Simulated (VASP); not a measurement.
H2CO: single point with PBE+D3(BJ)

H2CO:

```
CELL_PARAMETERS angstrom
7.60129 0.00000 0.00000
0.00000 7.60129 0.00000
0.00000 0.00000 7.60129
ATOMIC_POSITIONS crystal
O 0.99837 0.03377 0.01238
O 0.01705 0.45157 0.35728
O 0.70746 0.29512 0.62896
O 0.52219 0.59008 0.11764
O 0.19564 0.09033 0.62438
O 0.54592 0.00506 0.09085
O 0.20504 0.66349 0.65047
O 0.70150 0.80298 0.60279
C 0.96014 0.96330 0.87260
C 0.00484 0.34864 0.22928
C 0.62825 0.27452 0.49106
C 0.55525 0.63364 0.96691
C 0.25755 0.98475 0.52140
C 0.52661 0.14123 0.01405
C 0.25584 0.54826 0.55459
C 0.78572 0.81880 0.46793
H 0.89241 0.02992 0.76930
H 0.97777 0.81690 0.86676
H 0.91801 0.37002 0.11389
H 0.08484 0.22254 0.21886
H 0.56592 0.37537 0.41180
H 0.61497 0.14056 0.43433
H 0.66952 0.71779 0.93593
H 0.48373 0.57597 0.85416
H 0.18972 0.93021 0.39921
H 0.39785 0.94030 0.51852
H 0.49705 0.26374 0.08525
H 0.51169 0.14709 0.87025
H 0.31036 0.56279 0.41156
H 0.23724 0.40538 0.57544
H 0.77022 0.73136 0.35262
H 0.88368 0.93785 0.44884
```

```
Program             : VASP 6.6.1
Task                : single point
Functional          : PBE
Dispersion          : D3(BJ)
Potentials or basis : VASP PAW PBE potentials, release 64 (O_h, C_h, H_h)
Cutoff              : 1000 eV
k mesh              : 1 × 1 × 1
Occupations         : fermi-dirac, width 0.02 eV
Spin                : no spin polarisation
```

```yaml
Pressure: -0.6 GPa
Largest_force: 2.955 eV/Å
Band_gap_on_the_k_mesh: 2.47 eV
Dispersion_energy_per_atom: -0.041 eV
```

Forces on the atoms (eV/Å):
```
O    0.009  0.187 -0.589
O   -0.630 -1.517 -2.457
O   -0.499  0.367 -0.502
O   -0.105  0.041 -0.043
O    0.113 -0.084 -0.168
O    0.516 -1.198  0.764
O    0.182  0.611  0.265
O    0.196 -0.114 -0.333
C    0.209 -1.232  2.294
C    0.986  0.653  1.891
C    0.691 -1.192  0.806
C    0.451 -0.567  0.391
C    0.417 -0.539 -1.157
C   -1.149  0.560 -0.486
C    0.055 -0.958 -2.357
C    0.531  1.384  0.019
H   -0.372  0.691 -1.067
H    0.097  0.296 -0.609
H   -0.189  0.247  0.161
H   -0.365  0.787  0.227
H   -0.213  1.063 -0.183
H   -0.010 -0.162 -0.103
H   -0.050  0.228 -0.111
H   -0.215  0.193 -0.157
H   -0.294  0.353  0.697
H   -0.085  0.173  0.564
H    0.260  0.617  0.230
H    0.310  0.046 -0.442
H   -0.109  0.706  1.297
H    0.064 -0.256  0.937
H   -0.014 -0.180  0.003
H   -0.788 -1.205  0.216
```

Stress tensor (GPa, compression positive):
```
-0.25 -0.41  0.40
-0.41 -0.20 -1.06
 0.40 -1.06 -1.47
```

Levels at points of the mesh, in eV from the valence-band top:
```tsv
k point	band 46	band 47	band 48	band 49	band 50	band 51
(0.00, 0.00, 0.00)	-0.31	-0.15	0.00	2.47	3.02	3.15
```

It took 2.3 min on 1 thread of AMD EPYC 7R43 64-Core Processor (Zen 3), on a shared host, peak memory 0.87 GiB.

Caveat: the k points lie up to 0.83 Å⁻¹ apart; the atoms stand as in a frame of molecular dynamics.
